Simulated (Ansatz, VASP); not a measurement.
NaH in VASP and in Ansatz

INCAR

```
SYSTEM = NaH
ALGO = Normal
EDIFF = 1E-7
ENCUT = 520
GGA = PE
ISIF = 2
ISMEAR = -1
LASPH = .True.
LCHARG = .False.
LREAL = .False.
LWAVE = .False.
NBANDS = 11
NELM = 100
PREC = Accurate
SIGMA = 0.08
```

KPOINTS

```
k-points
0
Gamma
  12 12 12
  0 0 0
```

POSCAR

```
NaH
1.0
    0.0000000000      2.4629312762      2.4629312762
    2.4629312762      0.0000000000      2.4629312762
    2.4629312762      2.4629312762      0.0000000000
Na H
1 1
Direct
    0.0000000000      0.0000000000      0.0000000000
    0.5000000000      0.5000000000      0.5000000000
```

Input for Ansatz:

```yaml
crystal:
  lattice:
    - [0.0, 2.4629312762, 2.4629312762]
    - [2.4629312762, 0.0, 2.4629312762]
    - [2.4629312762, 2.4629312762, 0.0]
  atoms:
    - { symbol: Na, position: [0.0, 0.0, 0.0] }
    - { symbol: H, position: [0.5, 0.5, 0.5] }
kpoints:
  mp_grid: { grid: [12, 12, 12] }
scf:
  occupations: { method: fermi_dirac, width: 0.08 }
hamiltonian:
  xc: pbe
  pseudopotentials: { kind: all_electron, lapw: { basis_error: 0.0005 } }
output:
  forces: true
  stress: true
  eigenvalues: true
```

Change from the starting cell: volume scaled by 1.06.

Alike in both runs: task single point; functional PBE; k mesh 12 × 12 × 12; occupations fermi-dirac, width 0.08 eV; no spin polarisation.

```csv
,VASP,Ansatz
version,VASP 6.6.1,Ansatz 0.2.0
potentials or method,"VASP PAW PBE potentials, release 64 (Na_pv, H), cutoff 520 eV","all-electron LAPW, scalar-relativistic"
```

|  | VASP | Ansatz | Ansatz less VASP |
| --- | --- | --- | --- |
| gap on the k mesh at the Fermi level (eV) | 3.67 | 3.67 | +0.002 |
| pressure (GPa) | -1.2 | -1.2 | +0.06 |

Ansatz ran all-electron here, and VASP with PAW potentials.
